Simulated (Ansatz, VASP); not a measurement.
**Ti3Al in VASP and in Ansatz**

```
Ti Al
1.0
     0.00000    3.18479    3.18479
     3.18479    0.00000    3.18479
     3.18479    3.18479    0.00000
Ti Al
3 1
Direct
  0.75000 0.75000 0.75000
  0.25000 0.25000 0.25000
  0.00000 0.00000 0.00000
  0.50000 0.50000 0.50000
```

Alike in both runs: task single point; functional PBEsol; k mesh 12 × 12 × 12; occupations gaussian, width 0.1 eV; no spin polarisation.

```csv
,VASP,Ansatz
version,VASP 6.6.1,Ansatz 0.2.0
potentials or method,"VASP PAW PBE potentials, release 64 (Ti_sv, Al), cutoff 520 eV","scalar-relativistic, all-electron LAPW"
```

Ansatz gave:

```
gap on the k mesh at the Fermi level (eV) : none
pressure (GPa)                            : 0.0
```

Problem. Which values does VASP return?

Solution. gap on the k mesh at the Fermi level (eV): none; pressure (GPa): -0.1.

VASP's potentials were made for PBE, not for PBEsol. A gap of «none» marks a metal or a gap that the smearing closes. Ansatz ran all-electron here, and VASP with PAW potentials.
